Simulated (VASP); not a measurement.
Write the native input for VASP 6.6.1 that does the following.

- Task: relaxation of cell and atoms
- Functional: PBEsol
- Potentials or basis: VASP PAW PBE potentials, release 64 (In_d, Sb)
- Cutoff: 500 eV
- k mesh: 4 × 4 × 4
- Occupations: gaussian, width 0.01 eV
- Spin: no spin polarisation
- Target pressure: 10 GPa
- Dipole correction: no
- Further INCAR settings: ALGO = Normal; EDIFF = 1e-07; IBRION = 2; EDIFFG = -0.01; NSW = 80; ISIF = 3

The structure of InSb3 lies in POSCAR:

```
InSb3
1.0
    5.2500000000      0.0000000000      0.0000000000
    0.0000000000      5.2500000000      0.0000000000
    0.0000000000      0.0000000000      5.2500000000
In Sb
1 3
Direct
    0.0000000000      0.0000000000      0.0000000000
    0.5000000000      0.0000000000      0.0000000000
    0.0000000000      0.0000000000      0.5000000000
    0.0000000000      0.5000000000      0.0000000000
```

One way to write it, as run:

INCAR

```
SYSTEM = InSb3
PREC = Accurate ; ENCUT = 500
EDIFF = 1E-7 ; ISMEAR = 0
SIGMA = 0.01 ; LREAL = .FALSE.
LASPH = .TRUE. ; NELM = 120
ALGO = Normal ; ISIF = 3
LWAVE = .FALSE. ; LCHARG = .FALSE.
GGA = PS ; IBRION = 2
NSW = 80 ; EDIFFG = -0.01
PSTRESS = 100.0 ; GGA_COMPAT = .FALSE.
NELMIN = 4
```

KPOINTS

```
regular mesh
0
G
  4 4 4
  0 0 0
```

Potentials or basis: VASP PAW PBE potentials, release 64 (In_d, Sb).

Command:

```sh
$ cat potpaw_PBE.64/In_d/POTCAR potpaw_PBE.64/Sb/POTCAR > POTCAR
$ mpirun -np 1 vasp_std > vasp.out
```

It gave:

| Item | Value |
| --- | --- |
| Relaxed volume | 36.22 Å³/atom |
| Relaxed cell | a = 5.252 Å, b = 5.252 Å, c = 5.252 Å, α = 90.00°, β = 90.00°, γ = 90.00° |
| Space group after relaxing (to 0.05 Å) | Pm-3m (No. 221) |
| Energy change on relaxing (the enthalpy is what falls) | -2.6 meV/atom |
| Ionic steps | 3 |
| Pressure after relaxing | 10.0 GPa |
| Band gap on the k mesh | zero (band 14 reaches 6.22 eV, above the bottom of band 15 at 3.88 eV) |

Caveat: the cell is relaxed towards a set pressure, so the enthalpy falls and the energy may rise; the PAW data sets were made with another functional, which shifts forces and pressure a little; spin-orbit coupling is left out, which moves the levels of the heavy elements.

It took 120 s on 1 thread of Intel Xeon 8259CL, on a shared host, peak memory 0.25 GiB.
